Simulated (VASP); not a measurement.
Runs of VASP 6.6.1 on HfO2. The structure is that of space group Fm-3m (No. 225), or close to it. The cells are those of the table. 

```tsv
cell	gap on the mesh (eV)	pressure (GPa)
a = 3.762 Å, angles 60.0°, 3 atoms	3.40	-26.5
a = 3.906 Å, angles 60.0°, 3 atoms	(b)	-37.3
a = 3.328 Å, angles 60.0°, 3 atoms	4.34	91.6
a = 3.545, b = 3.545, c = 3.472 Å, angles 60.7, 60.7, 58.6°, 3 atoms	3.51	(c)
a = 3.472 Å, angles 60.0°, 3 atoms	(a)	30.2
a = 3.401, b = 3.401, c = 3.328 Å, angles 60.7, 60.7, 58.6°, 3 atoms	3.66	67.9
a = 3.835, b = 3.835, c = 3.762 Å, angles 60.6, 60.6, 58.7°, 3 atoms	(d)	-30.9
a = 3.690, b = 3.690, c = 3.617 Å, angles 60.7, 60.7, 58.7°, 3 atoms	3.30	-14.1
```

Alike in all rows: task single point; level PBE; potentials or basis VASP PAW PBE potentials, release 64 (Hf_pv, O); no spin polarisation; k mesh 8 × 8 × 8; cutoff (eV) 520; smearing gaussian 0.05 eV.

Task: Estimate the missing entries.

Result: (a) 4.06; (b) 3.08; (c) 16.2; (d) 3.04.

Caveats: spin-orbit coupling is left out, which moves the levels of the heavy elements.

A k mesh can miss the band edges, and the runs leave out spin-orbit coupling on Hf.
